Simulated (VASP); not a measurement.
# Ti4C in VASP: further runs

The runs below take Ti4C through single point, relaxation of the atoms, with LDA.

Everything below comes from runs of VASP 6.6.1. Logs are shortened: lines on timing, memory, paths and dates and some standing lists are left out, and cuts for length are marked.

## (1) The cell of the first run

The cell holds a slab with vacuum, 5 atoms: a = 2.864 Å, b = 2.864 Å, c = 22.241 Å, α = 90.00°, β = 90.00°, γ = 120.00°.

## (2) Single point, LDA

The input, INCAR:

```
PREC = Accurate
ENCUT = 520
EDIFF = 1E-6
ISMEAR = 0
SIGMA = 0.1
LREAL = False
LASPH = True
NELM = 60
ALGO = Normal
ISIF = 2
LWAVE = False
LCHARG = False
LDIPOL = True
IDIPOL = 3
DIPOL = 0.5 0.5 0.371
NBANDS = 34
```

The input, KPOINTS:

```
Automatic mesh
0
Gamma
  9 9 1
```

The input, POSCAR:

```
Ti4C
1.0
    2.8639615639      0.0000000000      0.0000000000
   -1.4319807819      2.4802634698      0.0000000000
    0.0000000000      0.0000000000     22.2412339090
Ti C
4 1
Direct
    0.6666666667      0.3333333333      0.1798461370
    0.3333333333      0.6666666667      0.2817907594
    0.6666666667      0.3333333333      0.3878708239
    0.3333333333      0.6666666667      0.4829423562
    0.6666666667      1.3333333333      0.5237053487
```

Potentials or basis: VASP PAW LDA potentials, release 64 (Ti_sv, C).

The run is started by

```bash
$ cat potpaw_LDA.64/Ti_sv/POTCAR potpaw_LDA.64/C/POTCAR > POTCAR
$ mpirun -np 1 vasp_std > vasp.out
```

OUTCAR:

```text
PREC = Accurate
   ENCUT = 520
   EDIFF = 1E-6
   ISMEAR = 0
   LREAL = False
   LASPH = True
   NELM = 60
   ISIF = 2

 ion  position               nearest neighbor table
   1  0.667  0.333  0.180-   2 2.81   2 2.81   2 2.81
   2  0.333  0.667  0.282-   1 2.81   1 2.81   1 2.81   3 2.88   3 2.88   3 2.88
   3  0.667  0.333  0.388-   4 2.68   4 2.68   4 2.68   2 2.88   2 2.88   2 2.88
   4  0.333  0.667  0.483-   5 1.89   5 1.89   5 1.89   3 2.68   3 2.68   3 2.68
   5  0.667  0.333  0.524-   4 1.89   4 1.89   4 1.89

  LATTYP: Found a hexagonal cell.
 ALAT       =     2.8639615639
 C/A-ratio  =     7.7658981843

  Lattice vectors:

 A1 = (   2.8639615639,   0.0000000000,   0.0000000000)
 A2 = (  -1.4319807819,   2.4802634698,   0.0000000000)
 A3 = (   0.0000000000,   0.0000000000,  22.2412339090)

Analysis of symmetry for initial positions (statically):
=====================================================================
 Subroutine PRICEL returns:
 Original cell was already a primitive cell.

 Routine SETGRP: Setting up the symmetry group for a
 hexagonal supercell.

 Subroutine GETGRP returns: Found  6 space group operations
 (whereof  6 operations were pure point group operations)
 out of a pool of 24 trial point group operations.

The static configuration has the point symmetry C_3v.

Analysis of symmetry for dynamics (positions and initial velocities):
=====================================================================
 Subroutine PRICEL returns:
 Original cell was already a primitive cell.

 Routine SETGRP: Setting up the symmetry group for a
 hexagonal supercell.

 Subroutine GETGRP returns: Found  6 space group operations
 (whereof  6 operations were pure point group operations)
 out of a pool of 24 trial point group operations.

The dynamic configuration has the point symmetry C_3v.

 Subroutine INISYM returns: Found  6 space group operations
 (whereof  6 operations are pure point group operations),
 and found     1 'primitive' translations

----------------------------------------------------------------------------------------

                                     Primitive cell

  volume of cell :     157.9879

  direct lattice vectors                    reciprocal lattice vectors
     2.863961564  0.000000000  0.000000000     0.349166697  0.201591487  0.000000000
    -1.431980782  2.480263470  0.000000000     0.000000000  0.403182973  0.000000000
     0.000000000  0.000000000 22.241233909     0.000000000  0.000000000  0.044961534

  length of vectors
     2.863961564  2.863961564 22.241233909     0.403182973  0.403182973  0.044961534

  position of ions in fractional coordinates (direct lattice)
[... 84 lines left out ...]
   NUPDOWN=      -1.0000    fix difference up-down
   EMIN   =  10.00;   EMAX   =-10.00  energy-range for DOS
   EFERMI =   0.00;   METHOD = LEGACY
   ISMEAR =     0;   SIGMA  =   0.10  broadening in eV -4-tet -1-fermi 0-gaus
   EFERMI_NEDOS =   21; number of points for ismear=-14 and -15
   IALGO  =     38    algorithm
   IMIX   =      4    mixing-type and parameters
     AMIX     =   0.40;   BMIX     =  1.00
     AMIX_MAG =   1.60;   BMIX_MAG =  1.00
  volume/ion in A,a.u.               =      31.60       213.23
  Fermi-wavevector in a.u.,A,eV,Ry     =   1.130320  2.135995 17.383113  1.277623
  Thomas-Fermi vector in A             =   2.267016
   LORBIT       =      0    0 simple, 1 ext, 2 COOP (PROOUT), +10 PAW based schemes
   GGA     = CA    functional components
   LHFCALC =     F    Hartree Fock is set to
   AEXX    =    0.0000 exact exchange contribution
   IVDW    =     0    specifies the selected vdW correction
   LEPSILON=     F    determine dielectric tensor
   LRPA    =     F    only Hartree local field effects (RPA)
 non-spin polarized calculation
 Gauss-broadening in eV      SIGMA  =   0.10
  energy-cutoff  :      520.00
  volume of cell :      157.99
 maximum number of plane-waves:      4289
 NGX is ok and might be reduce to    24
   NGX = 11   NGY = 11   NGZ = 83

 dipolmoment           0.000000      0.000000     -0.069744 electrons x Angstroem

 number of electron      52.0000013 magnetization

 dipolmoment           0.000000      0.000000      0.079872 electrons x Angstroem

 Free energy of the ion-electron system (eV)
  ---------------------------------------------------
  ext. energy  EPLUGINS =         0.00000000
  ---------------------------------------------------
  free energy    TOTEN  =       -40.37635829 eV

  energy without entropy =      -40.33250463  energy(sigma->0) =      -40.35443146

 E-fermi :   0.6624     XC(G=0):  -6.2011

 val. band max:        0.6581606885   @ k =   0.3333   0.2222   0.0000
 cond. band min:       0.7249301833   @ k =   0.1111   0.0000   0.0000
 fundamental gap:      0.0667694948
 Fermi energy:         0.6623884786

 k-point     1 :       0.0000    0.0000    0.0000
  band No.  band energies     occupation
      1     -55.4698      2.00000
      2     -55.3089      2.00000
      3     -55.1777      2.00000
      4     -54.1757      2.00000
      5     -32.3351      2.00000
      6     -32.1496      2.00000
[... 433 lines left out ...]
     33       2.7540      0.00000
     34       3.3634      0.00000

------------------------ aborting loop because EDIFF is reached ----------------------------------------

 vacuum level on the upper side and lower side of the slab       (xc-potential included)         0.908        -1.098

  FORCE on cell =-STRESS in cart. coord.  units (eV):
  Direction    XX          YY          ZZ          XY          YZ          ZX
  --------------------------------------------------------------------------------------
  -------------------------------------------------------------------------------------
  Total        5.8906296      5.8906296      0.5605947      0.0000000      0.0000000     -0.0000000
  in kB       59.7376894     59.7376894      5.6850687      0.0000000      0.0000000     -0.0000000
  external PRESSURE =      41.7201492 kB  Pullay stress =       0.0000000 kB

 VOLUME and BASIS-vectors are now :
 -----------------------------------------------------------------------------
  energy-cutoff  :      520.00
  volume of cell :      157.99
      direct lattice vectors                 reciprocal lattice vectors
     2.863961564  0.000000000  0.000000000     0.349166697  0.201591487  0.000000000
    -1.431980782  2.480263470  0.000000000     0.000000000  0.403182973  0.000000000
     0.000000000  0.000000000 22.241233909     0.000000000  0.000000000  0.044961534

 POSITION                                       TOTAL-FORCE (eV/Angst)
 -----------------------------------------------------------------------------------
      1.43198      0.82675      4.00000        -0.000000      0.000000      0.537671
     -0.00000      1.65351      6.26737         0.000000     -0.000000     -0.327709
      1.43198      0.82675      8.62673        -0.000000     -0.000000     -1.264951
     -0.00000      1.65351     10.74123         0.000000     -0.000000      0.983783
      1.43198      0.82675     11.64785         0.000000      0.000000      0.071206
 -----------------------------------------------------------------------------------
    total drift:                                0.000000      0.000000      0.000218

  FREE ENERGIE OF THE ION-ELECTRON SYSTEM (eV)
  ---------------------------------------------------
  free  energy   TOTEN  =       -40.3763582914 eV

  energy  without entropy=      -40.3325046300  energy(sigma->0) =      -40.35443146

 vacuum level on the upper side and lower side of the slab         7.271         5.168
```

stdout:

```text
POSCAR found type information on POSCAR TiC
 POSCAR found :  2 types and       5 ions
 scaLAPACK will be used
 LDA part: xc-table for (Slater(with rela. corr.)+CA(PZ))
 , standard interpolation
 POSCAR, INCAR and KPOINTS ok, starting setup
 FFT: planning ... GRIDC
 FFT: planning ... GRID_SOFT
 FFT: planning ... GRID
 WAVECAR not read
 entering main loop
```

Wall time 2.1 min (1 thread of Intel Xeon Platinum 8175M at 2.50GHz (Skylake/Cascade Lake), shared host); peak memory 0.26 GiB.

Results:

```yaml
Free_energy: -40.3764 eV
Largest_force: 1.265 eV/Å
Band_gap_on_the_k_mesh: zero (bands 26 and 27 overlap by 0.58 eV)
```

Forces on the atoms (eV/Å):
```
Ti   0.000  0.000  0.538
Ti   0.000  0.000 -0.328
Ti   0.000  0.000 -1.265
Ti   0.000  0.000  0.984
C    0.000  0.000  0.071
```

Levels at points of the mesh, in eV from the Fermi level:
```tsv
k point	band 22	band 23	band 24	band 25	band 26	band 27	band 28	band 29	band 30	band 31
(0.00, 0.00, 0.00)	-1.49	-1.49	-0.20	0.38	0.47	0.76	0.76	0.79	0.79	0.94
```

## (3) Single point, LDA

The input, INCAR:

```
PREC = Accurate
ENCUT = 520
EDIFF = 1E-6
ISMEAR = 0
SIGMA = 0.1
LREAL = F
LASPH = T
NELM = 80
ALGO = Normal
ISIF = 2
LWAVE = F
LCHARG = F
LDIPOL = T
IDIPOL = 3
DIPOL = 0.5 0.5 0.372
NBANDS = 34
```

KPOINTS is that of step 2.

Edit POSCAR of step 2 so:

```diff
@@ -12,2 +12,2 @@
     0.3333333333      0.6666666667      0.4829423562
-    0.6666666667      1.3333333333      0.5237053487
+    1.0000000000      1.0000000000      0.5254452606
```

Potentials or basis: VASP PAW LDA potentials, release 64 (Ti_sv, C).

The run is started by

```bash
$ cat potpaw_LDA.64/Ti_sv/POTCAR potpaw_LDA.64/C/POTCAR > POTCAR
$ mpirun -np 1 vasp_std > vasp.out
```

OUTCAR:

```text
PREC = Accurate
   ENCUT = 520
   EDIFF = 1E-6
   ISMEAR = 0
   LREAL = F
   LASPH = T
   NELM = 80
   ISIF = 2

 ion  position               nearest neighbor table
   1  0.667  0.333  0.180-   2 2.81   2 2.81   2 2.81
   2  0.333  0.667  0.282-   1 2.81   1 2.81   1 2.81   3 2.88   3 2.88   3 2.88
   3  0.667  0.333  0.388-   4 2.68   4 2.68   4 2.68   2 2.88   2 2.88   2 2.88
   4  0.333  0.667  0.483-   5 1.90   5 1.90   5 1.90   3 2.68   3 2.68   3 2.68
   5  0.000  0.000  0.525-   4 1.90   4 1.90   4 1.90

  LATTYP: Found a hexagonal cell.
 ALAT       =     2.8639615639
 C/A-ratio  =     7.7658981843

  Lattice vectors:

 A1 = (   2.8639615639,   0.0000000000,   0.0000000000)
 A2 = (  -1.4319807819,   2.4802634698,   0.0000000000)
 A3 = (   0.0000000000,   0.0000000000,  22.2412339090)

Analysis of symmetry for initial positions (statically):
=====================================================================
 Subroutine PRICEL returns:
 Original cell was already a primitive cell.

 Routine SETGRP: Setting up the symmetry group for a
[... 170 lines left out ...]
 fundamental gap:      0.0787050810
 Fermi energy:         0.5197513293

 k-point     1 :       0.0000    0.0000    0.0000
  band No.  band energies     occupation
      1     -55.6453      2.00000
      2     -55.3914      2.00000
      3     -55.2800      2.00000
      4     -53.8903      2.00000
      5     -32.4895      2.00000
      6     -32.1679      2.00000
[... 433 lines left out ...]
     33       2.9694      0.00000
     34       3.1949      0.00000

------------------------ aborting loop because EDIFF is reached ----------------------------------------

 vacuum level on the upper side and lower side of the slab       (xc-potential included)         1.029        -1.301

  FORCE on cell =-STRESS in cart. coord.  units (eV):
  Direction    XX          YY          ZZ          XY          YZ          ZX
  --------------------------------------------------------------------------------------
  -------------------------------------------------------------------------------------
  Total        4.6886546      4.6886546      0.2407351      0.0000000     -0.0000000      0.0000000
  in kB       47.5482945     47.5482945      2.4413276      0.0000000     -0.0000000      0.0000000
  external PRESSURE =      32.5126389 kB  Pullay stress =       0.0000000 kB

 VOLUME and BASIS-vectors are now :
 -----------------------------------------------------------------------------
  energy-cutoff  :      520.00
  volume of cell :      157.99
      direct lattice vectors                 reciprocal lattice vectors
     2.863961564  0.000000000  0.000000000     0.349166697  0.201591487  0.000000000
    -1.431980782  2.480263470  0.000000000     0.000000000  0.403182973  0.000000000
     0.000000000  0.000000000 22.241233909     0.000000000  0.000000000  0.044961534

 POSITION                                       TOTAL-FORCE (eV/Angst)
 -----------------------------------------------------------------------------------
      1.43198      0.82675      4.00000        -0.000000      0.000000      0.588264
     -0.00000      1.65351      6.26737         0.000000      0.000000     -0.343883
      1.43198      0.82675      8.62673         0.000000     -0.000000     -1.248016
     -0.00000      1.65351     10.74123         0.000000     -0.000000      0.947700
      0.00000      0.00000     11.68655         0.000000     -0.000000      0.055936
 -----------------------------------------------------------------------------------
    total drift:                               -0.000000      0.000000     -0.000178

  FREE ENERGIE OF THE ION-ELECTRON SYSTEM (eV)
  ---------------------------------------------------
  free  energy   TOTEN  =       -40.3691038091 eV

  energy  without entropy=      -40.3273819219  energy(sigma->0) =      -40.34824287

 vacuum level on the upper side and lower side of the slab         7.431         5.014
```

OSZICAR:

```text
N       E                     dE             d eps       ncg     rms          rms(c)
DAV:   1     0.674202599134E+03    0.67420E+03   -0.28325E+04   896   0.162E+03
DAV:   2     0.459601319773E+02   -0.62824E+03   -0.61656E+03   860   0.512E+02
DAV:   3    -0.365235238525E+02   -0.82484E+02   -0.80455E+02  1406   0.161E+02
DAV:   4    -0.493141601267E+02   -0.12791E+02   -0.12685E+02  1224   0.561E+01
[... 23 lines left out ...]
DAV:  28    -0.403690668454E+02   -0.29648E-04   -0.53789E-06   750   0.170E-02    0.644E-03
DAV:  29    -0.403690949991E+02   -0.28154E-04   -0.50922E-06   714   0.123E-02    0.265E-03
DAV:  30    -0.403691017465E+02   -0.67474E-05   -0.10263E-06   570   0.472E-03    0.158E-03
DAV:  31    -0.403691032580E+02   -0.15115E-05   -0.35118E-07   452   0.322E-03    0.197E-03
DAV:  32    -0.403691038091E+02   -0.55118E-06   -0.12619E-07   458   0.196E-03
   1 F= -.40369104E+02 E0= -.40348243E+02  d E =-.417219E-01
```

Wall time 2.1 min (1 thread of Intel Xeon Platinum 8175M at 2.50GHz (Skylake/Cascade Lake), shared host); peak memory 0.26 GiB.

What came out:

- Free energy: -40.3691 eV
- Largest force: 1.248 eV/Å
- Band gap on the k mesh: zero (bands 26 and 27 overlap by 0.59 eV)

Forces on the atoms (eV/Å):
```
Ti   0.000  0.000  0.588
Ti   0.000  0.000 -0.344
Ti   0.000  0.000 -1.248
Ti   0.000  0.000  0.948
C    0.000  0.000  0.056
```

Levels at points of the mesh, in eV from the Fermi level:
| k point | band 24 | band 25 | band 26 | band 27 | band 28 | band 29 |
| --- | --- | --- | --- | --- | --- | --- |
| (0.00, 0.00, 0.00) | -0.21 | 0.39 | 0.50 | 0.76 | 0.76 | 0.82 |

## (4) Relaxation of the atoms, LDA

The input, INCAR:

```
PREC     = Accurate       # precision mode
ENCUT    = 520            # plane-wave cutoff, eV
EDIFF    = 1E-6           # SCF threshold, eV
ISMEAR   = 0              # smearing method
SIGMA    = 0.1            # smearing width, eV
LREAL    = F              # projectors in reciprocal space
LASPH    = T              # aspherical terms in the spheres
NELM     = 80             # most SCF steps
ALGO     = Normal         # electronic algorithm
ISIF     = 2              # what is computed and relaxed
LWAVE    = F              # write WAVECAR
LCHARG   = F              # write CHGCAR
LDIPOL   = T            
IDIPOL   = 3            
DIPOL    = 0.5 0.5 0.374
GGA      = CA             # functional
IBRION   = 2              # ionic algorithm
NSW      = 36             # ionic steps
EDIFFG   = -0.025         # ionic threshold
```

The input, KPOINTS:

```
regular mesh
0
Gamma
  9 9 1
```

The input, POSCAR:

```
Ti4C
1.0
    2.8639615639      0.0000000000      0.0000000000
   -1.4319807819      2.4802634698      0.0000000000
    0.0000000000      0.0000000000     22.2412339090
Ti C
4 1
Selective dynamics
Direct
    0.6666666667      0.3333333333      0.1798461370  F F F
    0.3333333333      0.6666666667      0.2817907594  F F F
    0.6666666667      0.3333333333      0.3878708239  F F F
    0.3333333333      0.6666666667      0.4829423562  F F F
    0.6666666667      1.3333333333      0.5368961973  F F T
```

The run is started by

```bash
$ cat potpaw_LDA.64/Ti_sv/POTCAR potpaw_LDA.64/C/POTCAR > POTCAR
$ mpirun -np 1 vasp_std > vasp.out
```

It took 7.8 min on 1 thread of AMD EPYC 7R13, shared host; peak memory 0.23 GiB.

It converged, with:

- Free energy: -40.3766 eV
- Energy gained by relaxing: 69.4 meV/atom
- Ionic steps: 5
- Band gap on the k mesh: zero (bands 26 and 27 overlap by 0.58 eV)

The path:
| step | energy change (eV) | largest force on free atoms (eV/Å) | pressure (GPa) |
| --- | --- | --- | --- |
| 1 | 0.0000 | 2.1936 | 0.10 |
| 2 | -0.2067 | 1.5629 | 1.37 |
| 3 | -0.3243 | 0.6288 | 2.91 |
| 4 | -0.2551 | 1.2762 | 6.49 |
| 5 | -0.3471 | 0.0067 | 4.03 |

Final structure:
```yaml
crystal:
  lattice:
    - [2.86396, 0.00000, 0.00000]
    - [-1.43198, 2.48026, 0.00000]
    - [0.00000, 0.00000, 22.24123]
  atoms:
    - { symbol: Ti, position: [0.66667, 0.33333, 0.17985] }
    - { symbol: Ti, position: [0.33333, 0.66667, 0.28179] }
    - { symbol: Ti, position: [0.66667, 0.33333, 0.38787] }
    - { symbol: Ti, position: [0.33333, 0.66667, 0.48294] }
    - { symbol: C, position: [0.66667, 0.33333, 0.52410] }
```

Levels at points of the mesh, in eV from the Fermi level:
```csv
k point,band 24,band 25,band 26,band 27,band 28,band 29
"(0.00, 0.00, 0.00)",-0.20,0.38,0.47,0.76,0.76,0.79
```

## (5) Overview

```csv
task,cell,atoms held fixed (from 0),gap on the mesh (eV),largest force (eV/Å)
single point,"a = 2.864, b = 2.864, c = 22.241 Å, angles 90.0, 90.0, 120.0°, 5 atoms, atomic positions A",-,none,1.26
single point,"a = 2.864, b = 2.864, c = 22.241 Å, angles 90.0, 90.0, 120.0°, 5 atoms, atomic positions B",-,none,1.25
relaxation of the atoms,"atoms relaxed from a = 2.864, b = 2.864, c = 22.241 Å, angles 90.0, 90.0, 120.0°, 5 atoms, atomic positions C","[0, 1, 2, 3, 4]",none,-
```

Alike in all rows: level LDA; potentials or basis VASP PAW LDA potentials, release 64 (Ti_sv, C); no spin polarisation; k mesh 9 × 9 × 1; cutoff (eV) 520; smearing gaussian 0.1 eV.

Total energies depend on the potentials used, so only differences within one code and one set of settings carry meaning.
